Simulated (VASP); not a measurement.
# Al3B2P (P6/mmm) in VASP: a series of runs, part 2 of 2

VASP 6.6.1. Earlier steps stand in the parts before.

## Step 4: Relaxation of cell and atoms, PBE

File INCAR:

```
PREC     = Accurate       # precision mode
ENCUT    = 600            # plane-wave cutoff, eV
EDIFF    = 1E-6           # SCF threshold, eV
ISMEAR   = 0              # smearing method
SIGMA    = 0.1            # smearing width, eV
LREAL    = F              # projectors in reciprocal space
LASPH    = T              # aspherical terms in the spheres
NELM     = 60             # most SCF steps
ALGO     = Normal         # electronic algorithm
ISIF     = 3              # what is computed and relaxed
LWAVE    = F              # write WAVECAR
LCHARG   = F              # write CHGCAR
GGA      = PE             # functional
IBRION   = 2              # ionic algorithm
NSW      = 90             # ionic steps
EDIFFG   = -0.04          # ionic threshold
```

File KPOINTS:

```
Automatic mesh
0
Gamma
  6 6 4
```

File POSCAR:

```
Al3B2P
1.0
    4.2758448000      0.0000000000      0.0000000000
   -2.1379224000      3.7029902200      0.0000000000
    0.0000000000      0.0000000000      6.1978036800
Al B P
3 2 1
Direct
    0.5000000000      0.0000000000      0.0000000000
    0.0000000000      0.5000000000      0.0000000000
    0.5000000000      0.5000000000      0.0000000000
    0.0000000000      0.0000000000      0.3511496500
    0.0000000000      0.0000000000      0.6488503500
    0.0000000000      0.0000000000      0.0000000000
```

Potentials or basis: VASP PAW PBE potentials, release 64 (Al, B, P).

Command:

```bash
$ cat potpaw_PBE.64/Al/POTCAR potpaw_PBE.64/B/POTCAR potpaw_PBE.64/P/POTCAR > POTCAR
$ mpirun -np 1 vasp_std > vasp.out
```

OUTCAR:

```text
PREC = Accurate
   ENCUT = 600
   EDIFF = 1E-6
   ISMEAR = 0
   LREAL = F
   LASPH = T
   NELM = 60
   ISIF = 3
   GGA = PE
   IBRION = 2
   NSW = 90
   EDIFFG = -0.04

 ion  position               nearest neighbor table
   1  0.500  0.000  0.000-   6 2.14   6 2.14   2 2.14   3 2.14   3 2.14   2 2.14
   2  0.000  0.500  0.000-   3 2.14   3 2.14   6 2.14   6 2.14   1 2.14   1 2.14
   3  0.500  0.500  0.000-   2 2.14   2 2.14   6 2.14   1 2.14   1 2.14   6 2.14
   4  0.000  0.000  0.351-   5 1.85   6 2.18
   5  0.000  0.000  0.649-   4 1.85   6 2.18
   6  0.000  0.000  0.000-   1 2.14   1 2.14   3 2.14   2 2.14   2 2.14   3 2.14   5 2.18   4 2.18

  LATTYP: Found a hexagonal cell.
 ALAT       =     4.2758448000
 C/A-ratio  =     1.4494921986

  Lattice vectors:

 A1 = (   4.2758448000,   0.0000000000,   0.0000000000)
 A2 = (  -2.1379224000,   3.7029902200,   0.0000000000)
 A3 = (   0.0000000000,   0.0000000000,   6.1978036800)

Analysis of symmetry for initial positions (statically):
=====================================================================
 Subroutine PRICEL returns:
 Original cell was already a primitive cell.

 Routine SETGRP: Setting up the symmetry group for a
 hexagonal supercell.

 Subroutine GETGRP returns: Found 24 space group operations
 (whereof 24 operations were pure point group operations)
 out of a pool of 24 trial point group operations.

The static configuration has the point symmetry D_6h.

Analysis of symmetry for dynamics (positions and initial velocities):
=====================================================================
 Subroutine PRICEL returns:
 Original cell was already a primitive cell.

 Routine SETGRP: Setting up the symmetry group for a
 hexagonal supercell.

 Subroutine GETGRP returns: Found 24 space group operations
 (whereof 24 operations were pure point group operations)
 out of a pool of 24 trial point group operations.

The dynamic configuration has the point symmetry D_6h.

 Subroutine INISYM returns: Found 24 space group operations
 (whereof 24 operations are pure point group operations),
 and found     1 'primitive' translations

----------------------------------------------------------------------------------------

[... 127 lines left out ...]
 conjugate gradient relaxation of ions
 non-spin polarized calculation
 Gauss-broadening in eV      SIGMA  =   0.10
  energy-cutoff  :      600.00
  volume of cell :       98.13
 maximum number of plane-waves:      3324
 NGX is ok and might be reduce to    36
   NGX = 17   NGY = 17   NGZ = 25

--------------------------------------- Ionic step        1  -------------------------------------------

 number of electron      20.0000000 magnetization

 Free energy of the ion-electron system (eV)
  ---------------------------------------------------
  ext. energy  EPLUGINS =         0.00000000
  ---------------------------------------------------
  free energy    TOTEN  =       -14.95739957 eV

  energy without entropy =      -14.94466400  energy(sigma->0) =      -14.95103178

 E-fermi :   4.9898     XC(G=0):  -9.1082

 val. band max:        4.9584999810   @ k =   0.5000  -0.0000   0.5000
 cond. band min:       4.9950703170   @ k =   0.1667   0.0000   0.2500
 fundamental gap:      0.0365703360
 Fermi energy:         4.9897863599

 k-point     1 :       0.0000    0.0000    0.0000
  band No.  band energies     occupation
      1     -10.3065      2.00000
      2      -3.0080      2.00000
      3      -2.1610      2.00000
      4      -1.7650      2.00000
      5      -1.7650      2.00000
      6      -0.0457      2.00000
      7       1.5106      2.00000
      8       4.0955      2.00000
      9       4.0955      2.00000
     10       4.8443      1.96040
     11       5.9131      0.00000
     12       5.9725      0.00000
     13       5.9725      0.00000
     14       6.4506      0.00000
[... 451 lines left out ...]
  FREE ENERGIE OF THE ION-ELECTRON SYSTEM (eV)
  ---------------------------------------------------
  free  energy   TOTEN  =       -23.1654863330 eV

  energy  without entropy=      -23.1496555531  energy(sigma->0) =      -23.15757094

[... ionic steps 4 to 13 ...]

--------------------------------------- Ionic step       14  -------------------------------------------

 number of electron      20.0000002 magnetization

------------------------ aborting loop because EDIFF is reached ----------------------------------------
[... 75 lines left out ...]
--------------------------------------- Ionic step       16  -------------------------------------------

 number of electron      20.0000002 magnetization

 Free energy of the ion-electron system (eV)
  ---------------------------------------------------
  ext. energy  EPLUGINS =         0.00000000
  ---------------------------------------------------
  free energy    TOTEN  =       -24.47885738 eV

  energy without entropy =      -24.47573543  energy(sigma->0) =      -24.47729640

 E-fermi :   3.2811     XC(G=0):  -8.2464

 val. band max:        3.2177692274   @ k =   0.1667   0.0000   0.0000
 cond. band min:       3.5770472578   @ k =   0.0000   0.0000   0.0000
 fundamental gap:      0.3592780304
 Fermi energy:         3.2811276525

 k-point     1 :       0.0000    0.0000    0.0000
  band No.  band energies     occupation
      1     -10.1537      2.00000
      2      -4.6309      2.00000
      3      -3.8568      2.00000
      4      -3.0009      2.00000
      5      -2.2537      2.00000
      6      -2.2537      2.00000
      7       0.6299      2.00000
      8       1.3724      2.00000
      9       1.3724      2.00000
     10       3.5770      0.00003
     11       4.2108      0.00000
     12       4.2108      0.00000
     13       4.7342      0.00000
     14       4.7342      0.00000
[... 371 lines left out ...]
  FREE ENERGIE OF THE ION-ELECTRON SYSTEM (eV)
  ---------------------------------------------------
  free  energy   TOTEN  =       -24.4788573790 eV

  energy  without entropy=      -24.4757354298  energy(sigma->0) =      -24.47729640

 reached required accuracy - stopping structural energy minimisation
```

OSZICAR:

```text
N       E                     dE             d eps       ncg     rms          rms(c)
DAV:   1     0.743998957330E+02    0.74400E+02   -0.88014E+03   588   0.131E+03
DAV:   2    -0.127185928525E+02   -0.87118E+02   -0.84750E+02   788   0.189E+02
DAV:   3    -0.179364539784E+02   -0.52179E+01   -0.50699E+01   798   0.446E+01
[... 147 lines left out ...]
DAV:   1    -0.244789085117E+02   -0.20769E-03   -0.55579E-03   594   0.497E-01    0.380E-02
DAV:   2    -0.244788677132E+02    0.40798E-04   -0.27007E-04   774   0.108E-01    0.196E-02
DAV:   3    -0.244788585949E+02    0.91183E-05   -0.47421E-05   686   0.391E-02    0.942E-03
DAV:   4    -0.244788575819E+02    0.10130E-05   -0.55841E-06   630   0.144E-02    0.545E-03
DAV:   5    -0.244788573790E+02    0.20292E-06   -0.79844E-07   342   0.602E-03
  16 F= -.24478857E+02 E0= -.24477296E+02  d E =-.491018E-04
```

CONTCAR:

```text
Al3B2P
   1.00000000000000
     5.4699960435947910   -0.0000000000000000    0.0000000000000000
    -2.7349980217973955    4.7371555333825013    0.0000000000000000
    -0.0000000000000000    0.0000000000000000    5.0459398448876609
  Al              B               P
     3     2     1
Direct
     0.5000000000000000    0.0000000000000000    0.0000000000000000
     0.0000000000000000    0.5000000000000000    0.0000000000000000
     0.5000000000000000    0.5000000000000000    0.0000000000000000
     0.0000000000000000    0.0000000000000000    0.3470207248825361
     0.0000000000000000    0.0000000000000000    0.6529792751174639
     0.0000000000000000    0.0000000000000000    0.0000000000000000

  0.00000000E+00  0.00000000E+00  0.00000000E+00
  0.00000000E+00  0.00000000E+00  0.00000000E+00
  0.00000000E+00  0.00000000E+00  0.00000000E+00
  0.00000000E+00  0.00000000E+00  0.00000000E+00
  0.00000000E+00  0.00000000E+00  0.00000000E+00
  0.00000000E+00  0.00000000E+00  0.00000000E+00
```

Run time: 2.7 min. Hardware: 1 thread of Intel Xeon 6975P-C (Granite Rapids), shared host; peak memory 0.26 GiB.

Results:

- Free energy: -24.4789 eV
- Relaxed volume: 21.79 Å³/atom
- Relaxed cell: a = 5.470 Å, b = 5.470 Å, c = 5.046 Å, α = 90.00°, β = 90.00°, γ = 120.00°
- Space group after relaxing (to 0.05 Å): P6/mmm (No. 191)
- Energy gained by relaxing: 1586.9 meV/atom
- Ionic steps: 16
- Pressure after relaxing: 0.0 GPa
- Band gap on the k mesh: zero (band 10 reaches 3.83 eV, above the bottom of band 11 at 1.61 eV)

The path:
```tsv
step	energy change (eV)	largest force (eV/Å)	pressure (GPa)	volume (Å³)
1	0.0000	1.1492	43.98	98.13
2	-8.0531	2.4702	-8.08	166.37
3	-8.2081	0.1478	-4.63	138.20
4	-8.3115	1.0938	-6.66	148.42
5	-8.3093	0.8136	-6.17	145.14
6	-9.4503	1.3623	-0.78	130.46
7	-9.4948	1.0931	1.35	127.65
8	-9.4954	1.1388	1.06	128.00
9	-9.3785	3.1312	1.25	129.26
10	-9.5142	0.0565	0.98	128.34
11	-9.5204	0.0296	-0.03	130.42
12	-9.5204	0.0301	-0.02	130.38
13	-9.5214	0.0633	0.01	130.74
14	-9.5214	0.0583	0.01	130.72
15	-9.5213	0.1025	0.01	130.80
16	-9.5215	0.0011	0.01	130.75
```

Final structure:
```
Al B P
1.0
     5.47000    0.00000    0.00000
    -2.73500    4.73716    0.00000
     0.00000    0.00000    5.04594
Al B P
3 2 1
Direct
  0.50000 0.00000 0.00000
  0.00000 0.50000 0.00000
  0.50000 0.50000 0.00000
  0.00000 0.00000 0.34702
  0.00000 0.00000 0.65298
  0.00000 0.00000 0.00000
```

Caveat: the volume moved by over 15 % at a fixed basis, so the end points are rough.

## Step 5: Single point, PBE

This run uses another cell than the first one, of 21.33 Å³/atom, 1.304 times its volume.

File INCAR:

```
PREC = Accurate
ENCUT = 520
EDIFF = 1E-6
ISMEAR = 0
SIGMA = 0.1
LREAL = False
LASPH = True
NELM = 100
ALGO = Normal
ISIF = 2
LWAVE = False
LCHARG = False
GGA = PE
NBANDS = 19
```

File KPOINTS:

```
Automatic mesh
0
Gamma
  12 12 8
```

File POSCAR:

```
Al3B2P
1.0
    5.4031648649      0.0000000000      0.0000000000
   -2.7015824324      4.6792780338      0.0000000000
    0.0000000000      0.0000000000      5.0627641550
Al B P
3 2 1
Direct
    0.5000000000      0.0000000000      0.0000000000
    0.0000000000      0.5000000000      0.0000000000
    0.5000000000      0.5000000000      0.0000000000
    0.0000000000      0.0000000000      0.3480323352
    0.0000000000      0.0000000000      0.6519676648
    0.0000000000      0.0000000000      0.0000000000
```

Command:

```bash
$ cat potpaw_PBE.64/Al/POTCAR potpaw_PBE.64/B/POTCAR potpaw_PBE.64/P/POTCAR > POTCAR
$ mpirun -np 1 vasp_std > vasp.out
```

Wall time 1.7 min (1 thread of Intel Xeon 6975P-C (Granite Rapids), shared host); peak memory 0.37 GiB.

Results (log left out):

* Free energy: -24.4243 eV
* Pressure: -0.1 GPa
* Largest force: 0.016 eV/Å
* Band gap on the k mesh: zero (band 10 reaches 4.00 eV, above the bottom of band 11 at 1.84 eV)

Forces in eV/Å, atoms in the order of the input:
```
Al   0.000  0.000  0.000
Al   0.000  0.000  0.000
Al   0.000  0.000  0.000
B    0.000  0.000 -0.016
B    0.000  0.000  0.016
P    0.000  0.000  0.000
```

Stress tensor (GPa, compression positive):
```
-0.05  0.00  0.00
 0.00 -0.05  0.00
 0.00  0.00 -0.16
```

Levels at points of the mesh, in eV from the Fermi level:
| k point | band 8 | band 9 | band 10 | band 11 | band 12 | band 13 |
| --- | --- | --- | --- | --- | --- | --- |
| (0.00, 0.00, 0.00) | -2.11 | -2.11 | 0.05 | 0.80 | 0.80 | 1.32 |
| (0.50, 0.00, 0.00) | -0.93 | -0.46 | 0.42 | 0.45 | 0.81 | 1.28 |
| (0.00, 0.00, 0.50) | -1.93 | -1.93 | -1.74 | -1.74 | -1.03 | 1.24 |
| (0.50, 0.00, 0.50) | -2.00 | -1.46 | -0.57 | 0.46 | 1.38 | 1.44 |

## Step 6: Summary

| task | cell | k mesh | cutoff (eV) | gap on the mesh (eV) | pressure (GPa) | largest force (eV/Å) |
| --- | --- | --- | --- | --- | --- | --- |
| single point | a = 4.276, b = 4.276, c = 6.198 Å, angles 90.0, 90.0, 120.0°, 6 atoms | 6 × 6 × 4 | 520 | none | 44.0 | 1.15 |
| single point | a = 5.459, b = 5.459, c = 5.047 Å, angles 90.0, 90.0, 120.0°, 6 atoms | 6 × 6 × 4 | 520 | none | 0.1 | 0.01 |
| relaxation of cell and atoms | relaxed from a = 4.276, b = 4.276, c = 6.198 Å, angles 90.0, 90.0, 120.0°, 6 atoms | 6 × 6 × 4 | 600 | none | 0.0 | - |
| single point | a = 5.403, b = 5.403, c = 5.063 Å, angles 90.0, 90.0, 120.0°, 6 atoms | 12 × 12 × 8 | 520 | none | -0.1 | 0.02 |

Alike in all rows: level PBE; potentials or basis VASP PAW PBE potentials, release 64 (Al, B, P); no spin polarisation; smearing gaussian 0.1 eV.

Caveats: forces of over 1 eV/Å act on the atoms, so gaps and moduli don't describe the material at rest (some runs); the volume moved by over 15 % at a fixed basis, so the end points are rough (some runs).

Total energies depend on the potentials used, so only differences within one code and one set of settings carry meaning.
